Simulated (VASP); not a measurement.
Write the native input for VASP 6.6.1 that does the following.

| Item | Value |
| --- | --- |
| Task | relaxation of cell and atoms |
| Functional | PBE |
| Potentials or basis | VASP PAW PBE potentials, release 64 (Y_sv) |
| Cutoff | 500 eV |
| k mesh | 7 × 7 × 7 |
| Occupations | methfessel-paxton, width 0.1 eV |
| Spin | no spin polarisation |
| Target pressure | 30 GPa |
| Dipole correction | no |
| Further INCAR settings | ALGO = Normal; EDIFF = 1e-07; IBRION = 2; EDIFFG = -0.02; NSW = 80; ISIF = 3 |

The structure of Y lies in POSCAR:

```
Y
1.0
   -2.0200000000      2.0200000000      2.0200000000
    2.0200000000     -2.0200000000      2.0200000000
    2.0200000000      2.0200000000     -2.0200000000
Y
1
Direct
    0.0000000000      0.0000000000      0.0000000000
```

This isn't the form of Y at room conditions, which is hcp.

These files were run (other wordings do the same):

INCAR

```
ALGO     = Normal         # electronic algorithm
EDIFF    = 1E-7           # SCF threshold, eV
EDIFFG   = -0.02          # ionic threshold
ENCUT    = 500            # plane-wave cutoff, eV
GGA      = PE             # functional
GGA_COMPAT= F            
IBRION   = 2              # ionic algorithm
ISIF     = 3              # what is computed and relaxed
ISMEAR   = 1              # smearing method
LASPH    = T              # aspherical terms in the spheres
LCHARG   = F              # write CHGCAR
LREAL    = F              # projectors in reciprocal space
LWAVE    = F              # write WAVECAR
NELM     = 120            # most SCF steps
NELMIN   = 4            
NSW      = 80             # ionic steps
PREC     = Accurate       # precision mode
PSTRESS  = 300.0        
SIGMA    = 0.1            # smearing width, eV
```

KPOINTS

```
k-points
0
Gamma
  7 7 7
```

Potentials or basis: VASP PAW PBE potentials, release 64 (Y_sv).

The run is started by

```bash
$ cat potpaw_PBE.64/Y_sv/POTCAR > POTCAR
$ mpirun -np 1 vasp_std > vasp.out
```

Results of the run:

```yaml
Relaxed_volume: 21.73 Å³/atom
Relaxed_cell: a = 3.045 Å, b = 3.045 Å, c = 3.045 Å, α = 109.47°, β = 109.47°, γ = 109.47°
Space_group_after_relaxing_to_0.1_Å: Im-3m (No. 229)
Energy_change_on_relaxing_the_run_minimises_the_enthalpy: +763.8 meV/atom
Ionic_steps: 5
Pressure_after_relaxing: 30.0 GPa
Band_gap_on_the_k_mesh: zero (an odd number of electrons rules out a gap without spin polarisation)
```

Caveat: the cell is relaxed towards a set pressure, so the run minimises the enthalpy, not the energy; the volume moved by over 15 % at a fixed basis, so the end points are rough.

It took 34 s on 1 thread of Intel(R) Xeon(R) 6975P-C (Granite Rapids), on a shared host, peak memory 0.21 GiB.
